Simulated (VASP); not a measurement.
Here is a VASP 6.6.1 calculation.

File INCAR:

```
SYSTEM = PtS2
  PREC = Accurate
  ENCUT = 520
  EDIFF = 1E-7
  ISMEAR = 0
  SIGMA = 0.05
  LREAL = .False.
  LASPH = .True.
  NELM = 150
  ALGO = Normal
  ISIF = 2
  LWAVE = .False.
  LCHARG = .False.
  MAGMOM = 0 0 0 0 0 0 0 0 0
  LORBIT = 11
  LSORBIT = .True.
  GGA_COMPAT = .False.
  LORBMOM = .True.
  LMAXMIX = 4
  GGA = PE
  NBANDS = 35
```

The input KPOINTS:

```
Automatic mesh
0
Gamma
  8 8 6
  0 0 0
```

File POSCAR:

```
PtS2
1.0
    3.5799959663      0.0000000001      0.0000000000
   -1.7899979833      3.1003674522      0.0000000000
    0.0000000000      0.0000000000      4.9357513829
Pt S
1 2
Direct
    0.0000000000      0.0000000000      0.0000000000
    0.3333333333      0.6666666667      0.2455451524
    0.6666666667      0.3333333333      0.7544548476
```

Potentials or basis: VASP PAW PBE potentials, release 64 (Pt, S).

The run is started by

```console
$ cat potpaw_PBE.64/Pt/POTCAR potpaw_PBE.64/S/POTCAR > POTCAR
$ mpirun -np 1 vasp_ncl > vasp.out
```

Task: Estimate the largest force.

Result: 0.017 eV/Å.

Task: Estimate the net moment.

Result: 0.00 μB per cell.

Task: What does it give for the pressure?

Result: 2.6 GPa.

Forces on the atoms (eV/Å):
```
Pt   0.000  0.000  0.000
S    0.000  0.000  0.017
S    0.000  0.000 -0.017
```
